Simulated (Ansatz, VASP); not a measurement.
**ZnS: VASP beside Ansatz**

The input POSCAR:

```
ZnS
1.0
    0.0000000000      2.6940955531      2.6940955531
    2.6940955531      0.0000000000      2.6940955531
    2.6940955531      2.6940955531      0.0000000000
Zn S
1 1
Direct
    0.2500000000      0.2500000000      0.2500000000
    0.0000000000      0.0000000000      0.0000000000
```

The input INCAR.step1:

```
PREC     = Accurate       # precision mode
ENCUT    = 520            # plane-wave cutoff, eV
ISMEAR   = 0              # smearing method
SIGMA    = 0.01           # smearing width, eV
LREAL    = F              # projectors in reciprocal space
LASPH    = T              # aspherical terms in the spheres
NELM     = 100            # most SCF steps
NBANDS   = 16             # bands
GGA      = PE             # functional
ALGO     = Normal         # electronic algorithm
EDIFF    = 1E-4           # SCF threshold, eV
LWAVE    = T              # write WAVECAR
LCHARG   = F              # write CHGCAR
```

The input INCAR.step2:

```
PREC     = Accurate       # precision mode
ENCUT    = 520            # plane-wave cutoff, eV
EDIFF    = 1E-6           # SCF threshold, eV
ISMEAR   = 0              # smearing method
SIGMA    = 0.01           # smearing width, eV
LREAL    = F              # projectors in reciprocal space
LASPH    = T              # aspherical terms in the spheres
NELM     = 100            # most SCF steps
ALGO     = Normal         # electronic algorithm
ISIF     = 2              # what is computed and relaxed
LWAVE    = F              # write WAVECAR
LCHARG   = F              # write CHGCAR
METAGGA  = R2SCAN         # meta-GGA
LMIXTAU  = T            
NBANDS   = 16             # bands
ISTART   = 1
```

The input KPOINTS:

```
regular mesh
0
Gamma
  6 6 6
```

Input for Ansatz:

```yaml
crystal:
  lattice:
    - [0.0, 2.6940955531, 2.6940955531]
    - [2.6940955531, 0.0, 2.6940955531]
    - [2.6940955531, 2.6940955531, 0.0]
  atoms:
    - { symbol: Zn, position: [0.25, 0.25, 0.25] }
    - { symbol: S, position: [0.0, 0.0, 0.0] }
kpoints:
  mp_grid: { grid: [6, 6, 6] }
hamiltonian:
  xc: r2scan
scf:
  occupations: { method: fixed }
  n_extra_bands: 4
output:
  forces: true
  stress: true
  eigenvalues: true
```

Alike in both runs: task single point; functional r2SCAN; k mesh 6 × 6 × 6; no spin polarisation.

```csv
,VASP,Ansatz
version,VASP 6.6.1,Ansatz 0.2.0
potentials or method,"VASP PAW PBE potentials, release 64 (Zn, S)",plane waves
plane-wave cutoff (eV),520,500
occupations,"gaussian, width 0.01 eV",fixed
valence electrons in the cell,18,18
```

VASP gave:

* gap on the k mesh at the Fermi level (eV): 2.71
* pressure (GPa): 0.1

**Question.** Which values does Ansatz return?

**Answer.** gap on the k mesh at the Fermi level (eV): 2.70; pressure (GPa): 0.1.

VASP's potentials were made for PBE, not for r2SCAN.
